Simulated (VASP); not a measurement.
Write the native input for VASP 6.6.1 that does the following.

- Task: single point
- Functional: PBE
- Potentials or basis: VASP PAW PBE potentials, release 64 (P, As, Ga_d)
- Cutoff: 520 eV
- k mesh: 12 × 12 × 4
- Occupations: fermi-dirac, width 0.02 eV
- Spin: no spin polarisation
- Dipole correction: no
- Further INCAR settings: ALGO = Normal; EDIFF = 1e-07; NBANDS = 36

The structure of Ga3AsP2 lies in POSCAR:

```
Ga3AsP2
1.0
    3.9059637242      0.0000000000      0.0000000000
   -1.9529818621      3.3826638115      0.0000000000
    0.0000000000      0.0000000000      9.5621795860
P As Ga
2 1 3
Direct
    0.0000000000      0.0000000000      0.0030602822
    0.3333333333      0.6666666667      0.3305233902
    0.6666666667      0.3333333333      0.6663422599
    0.3333333333      0.6666666667      0.0832499794
    0.6666666667      0.3333333333      0.4103402512
    0.0000000000      0.0000000000      0.7564838371
```

The input as run:

INCAR

```
SYSTEM = Ga3AsP2
PREC = Accurate
ENCUT = 520
EDIFF = 1E-7
ISMEAR = -1
SIGMA = 0.02
LREAL = .False.
LASPH = .True.
NELM = 80
ALGO = Normal
ISIF = 2
LWAVE = .False.
LCHARG = .True.
GGA = PE
LELF = .True.
LVHAR = .True.
NBANDS = 36
```

KPOINTS

```
Automatic mesh
0
Gamma
  12 12 4
  0 0 0
```

Potentials or basis: VASP PAW PBE potentials, release 64 (P, As, Ga_d).

The run is started by

```bash
$ cat potpaw_PBE.64/P/POTCAR potpaw_PBE.64/As/POTCAR potpaw_PBE.64/Ga_d/POTCAR > POTCAR
$ mpirun -np 1 vasp_std > vasp.out
```

It gave:

```
Pressure               : 2.6 GPa
Largest force          : 0.077 eV/Å
Band gap on the k mesh : 1.22 eV
```

It took 2.6 min on 1 thread of Intel(R) Xeon(R) 6975P-C (Granite Rapids), with other jobs on the host, peak memory 0.43 GiB.
